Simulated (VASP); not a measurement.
# Nb (I4/mmm) in VASP: a series of runs

Runs on Nb. Level: PBE. Tasks: single point.

Everything below comes from runs of VASP 6.6.1. Logs are shortened: lines on timing, memory, paths and dates and some standing lists are left out, and cuts for length are marked.

### 1 The cell of the first run

It takes space group I4/mmm (No. 139, tetragonal). The conventional cell has a = 2.842 Å, b = 2.842 Å, c = 4.441 Å, α = 90.00°, β = 90.00°, γ = 90.00°. Nb (site symmetry 4/mmm) has 12 Nb at 2.84 to 2.99 Å within 3.7 Å.

### 2 Single point, PBE (strain -0.050 along x and y, +0.050 along z)

INCAR reads:

```
PREC = Accurate ; ENCUT = 520
EDIFF = 1E-6 ; ISMEAR = 0
SIGMA = 0.15 ; LREAL = F
LASPH = T ; NELM = 80
ALGO = Fast ; ISIF = 2
LWAVE = F ; LCHARG = F
GGA = PE ; NBANDS = 12
```

KPOINTS reads:

```
regular mesh
0
Gamma
  20 20 20
```

POSCAR reads:

```
Nb
1.0
    0.0000000000      2.0092500000      2.2207500000
    2.0092500000      0.0000000000      2.2207500000
    2.0092500000      2.0092500000      0.0000000000
Nb
1
Direct
    0.0000000000      0.0000000000      0.0000000000
```

Potentials or basis: VASP PAW PBE potentials, release 64 (Nb_sv).

On the command line:

```bash
$ cat potpaw_PBE.64/Nb_sv/POTCAR > POTCAR
$ mpirun -np 1 vasp_std > vasp.out
```

OUTCAR:

```text
PREC = Accurate
   ENCUT = 520
   EDIFF = 1E-6
   ISMEAR = 0
   LREAL = F
   LASPH = T
   NELM = 80
   ISIF = 2
   GGA = PE

 ion  position               nearest neighbor table
   1  0.000  0.000  0.000-

  LATTYP: Found a body centered tetragonal cell.
 ALAT       =     2.8415086002
 C/A-ratio  =     1.5630781479

  Lattice vectors:

 A1 = (  -2.0092500000,   0.0000000000,   2.2207500000)
 A2 = (   2.0092500000,   0.0000000000,   2.2207500000)
 A3 = (   0.0000000000,   2.0092500000,  -2.2207500000)

Analysis of symmetry for initial positions (statically):
=====================================================================
 Subroutine PRICEL returns:
 Original cell was already a primitive cell.

 Routine SETGRP: Setting up the symmetry group for a
 body centered tetragonal supercell.

 Subroutine GETGRP returns: Found 16 space group operations
 (whereof 16 operations were pure point group operations)
 out of a pool of 16 trial point group operations.

The static configuration has the point symmetry D_4h.

Analysis of symmetry for dynamics (positions and initial velocities):
=====================================================================
 Subroutine PRICEL returns:
 Original cell was already a primitive cell.

 Routine SETGRP: Setting up the symmetry group for a
 body centered tetragonal supercell.

 Subroutine GETGRP returns: Found 16 space group operations
 (whereof 16 operations were pure point group operations)
 out of a pool of 16 trial point group operations.

The dynamic configuration has the point symmetry D_4h.

 Subroutine INISYM returns: Found 16 space group operations
 (whereof 16 operations are pure point group operations),
 and found     1 'primitive' translations

----------------------------------------------------------------------------------------

                                     Primitive cell

  volume of cell :      17.9307

  direct lattice vectors                    reciprocal lattice vectors
     0.000000000  2.009250000  2.220750000    -0.248849073  0.248849073  0.225149161
     2.009250000  0.000000000  2.220750000     0.248849073 -0.248849073  0.225149161
     2.009250000  2.009250000  0.000000000     0.248849073  0.248849073 -0.225149161

  length of vectors
     2.994798178  2.994798178  2.841508600     0.417784475  0.417784475  0.417784475

  position of ions in fractional coordinates (direct lattice)
     0.000000000  0.000000000  0.000000000

  ion indices of the primitive-cell ions
   primitive index   ion index
                 1           1

----------------------------------------------------------------------------------------

 KPOINTS: regular mesh

Automatic generation of k-mesh.
 Grid dimensions read from file:
 generate k-points for:   20   20   20

 Generating k-lattice:

  Cartesian coordinates                     Fractional coordinates (reciprocal lattice)
    -0.012442454  0.012442454  0.011257458     0.050000000 -0.000000000  0.000000000
     0.012442454 -0.012442454  0.011257458    -0.000000000  0.050000000  0.000000000
     0.012442454  0.012442454 -0.011257458     0.000000000  0.000000000  0.050000000

  Length of vectors
     0.020889224  0.020889224  0.020889224

  Shift w.r.t. Gamma in fractional coordinates (k-lattice)
     0.000000000  0.000000000  0.000000000

 Subroutine IBZKPT returns following result:
 ===========================================

 Found    641 irreducible k-points:

 Following reciprocal coordinates:
            Coordinates               Weight
  0.000000  0.000000  0.000000      1.000000
  0.050000  0.000000  0.000000      8.000000
  0.100000  0.000000  0.000000      8.000000
  0.150000  0.000000  0.000000      8.000000
  0.200000  0.000000  0.000000      8.000000
  0.250000  0.000000  0.000000      8.000000
[... 16 lines left out ...]
 -0.400000  0.050000  0.000000      8.000000
 -0.350000  0.050000  0.000000      8.000000
 [... further k-points ...]
   k-points           NKPTS =    641   k-points in BZ     NKDIM =    641   number of bands    NBANDS=     12
   number of dos      NEDOS =    301   number of ions     NIONS =      1
   total plane-waves  NPLWV =  13824
   dimension x,y,z NGX =    24 NGY =   24 NGZ =   24
   dimension x,y,z NGXF=    48 NGYF=   48 NGZF=   48
   ions per type =               1
   NGX,Y,Z   is equivalent  to a cutoff of  13.32, 13.32, 14.04 a.u.
   NGXF,Y,Z  is equivalent  to a cutoff of  26.65, 26.65, 28.08 a.u.
 SYSTEM =  unknown system
   PREC   = accura    normal or accurate (medium, high low for compatibility)
   ISTART =      0    job   : 0-new  1-cont  2-samecut
   ICHARG =      2    charge: 1-file 2-atom 10-const
   ISPIN  =      1    spin polarized calculation?
   LNONCOLLINEAR =      F non collinear calculations
   LSORBIT =      F    spin-orbit coupling
   LASPH  =      T    aspherical Exc in radial PAW
   ENCUT  =  520.0 eV  38.22 Ry    6.18 a.u.   5.57  5.57  5.28*2*pi/ulx,y,z
   NELM   =     80;   NELMIN=  2; NELMDL= -5     # of ELM steps
   EDIFF  = 0.1E-05   stopping-criterion for ELM
   LREAL  =      F    real-space projection
   EDIFFG = 0.1E-04   stopping-criterion for IOM
   NSW    =      0    number of steps for IOM
   IBRION =     -1    ionic relax: 0-MD 1-quasi-New 2-CG
   NFREE  =      0    steps in history (QN), initial steepest desc. (CG)
   ISIF   =      2    stress and relaxation
   ISYM   =      2    0-nonsym 1-usesym 2-fastsym
   POTIM  = 0.5000    time-step for ionic-motion
   TEBEG  =    0.0;   TEEND  =   0.0 temperature during run
   PSTRESS=    0.0 pullay stress
   NELECT =      13.0000    total number of electrons
   NUPDOWN=      -1.0000    fix difference up-down
   EMIN   =  10.00;   EMAX   =-10.00  energy-range for DOS
   EFERMI =   0.00;   METHOD = LEGACY
   ISMEAR =     0;   SIGMA  =   0.15  broadening in eV -4-tet -1-fermi 0-gaus
   EFERMI_NEDOS =   21; number of points for ismear=-14 and -15
   IALGO  =     68    algorithm
   IMIX   =      4    mixing-type and parameters
     AMIX     =   0.40;   BMIX     =  1.00
     AMIX_MAG =   1.60;   BMIX_MAG =  1.00
  volume/ion in A,a.u.               =      17.93       121.00
  Fermi-wavevector in a.u.,A,eV,Ry     =   1.470698  2.779216 29.428744  2.162952
  Thomas-Fermi vector in A             =   2.585923
   LORBIT       =      0    0 simple, 1 ext, 2 COOP (PROOUT), +10 PAW based schemes
   GGA     = PE    functional components
   LHFCALC =     F    Hartree Fock is set to
   AEXX    =    0.0000 exact exchange contribution
   IVDW    =     0    specifies the selected vdW correction
   LEPSILON=     F    determine dielectric tensor
   LRPA    =     F    only Hartree local field effects (RPA)
 non-spin polarized calculation
 RMM-DIIS sequential band-by-band and
 Gauss-broadening in eV      SIGMA  =   0.15
  energy-cutoff  :      520.00
  volume of cell :       17.93
 maximum number of plane-waves:       497
   NGX = 11   NGY = 11   NGZ = 11

 number of electron      13.0000000 magnetization

 Free energy of the ion-electron system (eV)
  ---------------------------------------------------
  ext. energy  EPLUGINS =         0.00000000
  ---------------------------------------------------
  free energy    TOTEN  =        -9.96520357 eV

  energy without entropy =       -9.94897384  energy(sigma->0) =       -9.95708870

 E-fermi :  11.5509     XC(G=0): -12.5222

 val. band max:       11.5508122361   @ k =   0.4500   0.0500   0.1000
 cond. band min:      11.5523785547   @ k =  -0.3500   0.0000   0.3000
 fundamental gap:      0.0015663186
 Fermi energy:        11.5508737866

 k-point     1 :       0.0000    0.0000    0.0000
  band No.  band energies     occupation
      1     -43.1224      2.00000
      2     -18.4632      2.00000
      3     -18.3880      2.00000
      4     -18.3880      2.00000
      5       5.2859      2.00000
      6      10.9064      2.00000
      7      12.1817      0.00000
      8      12.1817      0.00000
      9      13.4716      0.00000
     10      15.2867      0.00000
     11      23.6260      0.00000
     12      26.6046      0.00000

 k-point     2 :       0.0500    0.0000    0.0000
  band No.  band energies     occupation
      1     -43.1167      2.00000
      2     -18.4789      2.00000
      3     -18.4157      2.00000
      4     -18.3901      2.00000
      5       5.3853      2.00000
      6      10.9307      2.00000
      7      12.1161      0.00000
      8      12.2280      0.00000
      9      13.4529      0.00000
     10      15.2231      0.00000
     11      23.8283      0.00000
     12      26.6816      0.00000

 k-point     3 :       0.1000    0.0000    0.0000
  band No.  band energies     occupation
      1     -43.1002      2.00000
      2     -18.5588      2.00000
      3     -18.4608      2.00000
      4     -18.3962      2.00000
      5       5.6725      2.00000
      6      10.9754      2.00000
      7      11.9514      0.00016
      8      12.3573      0.00000
      9      13.4335      0.00000
     10      15.0553      0.00000
     11      24.3778      0.00000
     12      26.7068      0.00000
[... 286 lines left out ...]
 k-point    23 :      -0.4000    0.0500    0.0000
  band No.  band energies     occupation
      1     -42.8962      2.00000
      2     -19.7274      2.00000
      3     -18.7098      2.00000
      4     -18.4630      2.00000
      5       7.7170      2.00000
      6      10.9538      2.00000
      7      12.2942      0.00000
      8      12.4341      0.00000
      9      15.7736      0.00000
     10      16.8287      0.00000
     11      22.6803      0.00000
     12      24.4326      0.00000

 k-point    24 :      -0.3500    0.0500    0.0000
  band No.  band energies     occupation
      1     -42.9185      2.00000
      2     -19.6090      2.00000
      3     -18.6863      2.00000
      4     -18.4500      2.00000
      5       7.7359      2.00000
      6      11.0728      1.99999
      7      11.8068      0.01582
      8      12.4253      0.00000
      9      15.3250      0.00000
     10      16.2776      0.00000
     11      22.9131      0.00000
     12      25.6038      0.00000

 [... further k-points ...]

------------------------ aborting loop because EDIFF is reached ----------------------------------------

  FORCE on cell =-STRESS in cart. coord.  units (eV):
  Direction    XX          YY          ZZ          XY          YZ          ZX
  --------------------------------------------------------------------------------------
  -------------------------------------------------------------------------------------
  Total        0.0953747      0.0953747      1.9488098      0.0000000      0.0000000     -0.0000000
  in kB        8.5220932      8.5220932    174.1335327      0.0000000      0.0000000     -0.0000000
  external PRESSURE =      63.7259063 kB  Pullay stress =       0.0000000 kB

 VOLUME and BASIS-vectors are now :
 -----------------------------------------------------------------------------
  energy-cutoff  :      520.00
  volume of cell :       17.93
      direct lattice vectors                 reciprocal lattice vectors
     0.000000000  2.009250000  2.220750000    -0.248849073  0.248849073  0.225149161
     2.009250000  0.000000000  2.220750000     0.248849073 -0.248849073  0.225149161
     2.009250000  2.009250000  0.000000000     0.248849073  0.248849073 -0.225149161

 POSITION                                       TOTAL-FORCE (eV/Angst)
 -----------------------------------------------------------------------------------
      0.00000      0.00000      0.00000        -0.000000      0.000000     -0.000000
 -----------------------------------------------------------------------------------
    total drift:                               -0.000000      0.000000      0.000000

  FREE ENERGIE OF THE ION-ELECTRON SYSTEM (eV)
  ---------------------------------------------------
  free  energy   TOTEN  =        -9.9652035708 eV

  energy  without entropy=       -9.9489738381  energy(sigma->0) =       -9.95708870
```

Run time: 1.9 min. Hardware: 1 thread of Intel Xeon 6975P-C (Granite Rapids), shared host; peak memory 0.25 GiB.

Results:

| Property | Result |
| --- | --- |
| Free energy | -9.9652 eV |
| Pressure | 6.4 GPa |
| Band gap on the k mesh | zero (an odd number of electrons rules out a gap without spin polarisation) |

Stress tensor (GPa, compression positive):
```
 0.85  0.00  0.00
 0.00  0.85  0.00
 0.00  0.00 17.41
```

Caveat: the cell differs from its parent crystal (strain -0.050 along x and y, +0.050 along z); the cell stands under pressure.

### 3 Single point, PBE (strain +0.000 along x and y, -0.050 along z)

INCAR reads:

```
SYSTEM = Nb
PREC     = Accurate       ! precision mode
ENCUT    = 520            ! plane-wave cutoff, eV
EDIFF    = 1E-6           ! SCF threshold, eV
ISMEAR   = 0              ! smearing method
SIGMA    = 0.15           ! smearing width, eV
LREAL    = .False.        ! projectors in reciprocal space
LASPH    = .True.         ! aspherical terms in the spheres
NELM     = 60             ! most SCF steps
ALGO     = Fast           ! electronic algorithm
ISIF     = 2              ! what is computed and relaxed
LWAVE    = .False.        ! write WAVECAR
LCHARG   = .False.        ! write CHGCAR
GGA      = PE             ! functional
NBANDS   = 12             ! bands
```

KPOINTS reads:

```
Automatic mesh
0
Gamma
  20 20 20
  0 0 0
```

POSCAR reads:

```
Nb
1.0
    0.0000000000      2.1150000000      2.0092500000
    2.1150000000      0.0000000000      2.0092500000
    2.1150000000      2.1150000000      0.0000000000
Nb
1
Direct
    0.0000000000      0.0000000000      0.0000000000
```

Potentials or basis: VASP PAW PBE potentials, release 64 (Nb_sv).

On the command line:

```bash
$ cat potpaw_PBE.64/Nb_sv/POTCAR > POTCAR
$ mpirun -np 1 vasp_std > vasp.out
```

It took 2.9 min on 1 thread of Intel Xeon 6975P-C (Granite Rapids), shared host; peak memory 0.26 GiB.

It converged, with:

```yaml
Free_energy: -9.9145 eV
Pressure: 6.8 GPa
Band_gap_on_the_k_mesh: zero (an odd number of electrons rules out a gap without spin polarisation)
```

Stress tensor (GPa, compression positive):
```
11.56  0.00  0.00
 0.00 11.56  0.00
 0.00  0.00 -2.75
```

Levels at points of the mesh, in eV from the Fermi level:
```csv
k point,band 4,band 5,band 6,band 7,band 8,band 9
"(0.00, 0.00, 0.00)",-30.03,-6.31,-0.09,-0.09,0.52,2.42
"(0.50, 0.00, 0.00)",-30.15,-3.99,-0.45,0.26,1.56,4.73
"(0.50, 0.50, 0.00)",-30.58,-4.29,-3.59,4.51,4.90,5.54
"(0.50, 0.00, 0.50)",-30.41,-4.26,-3.45,3.56,4.89,5.22
```

Caveat: the cell differs from its parent crystal (strain +0.000 along x and y, -0.050 along z); the cell stands under pressure.
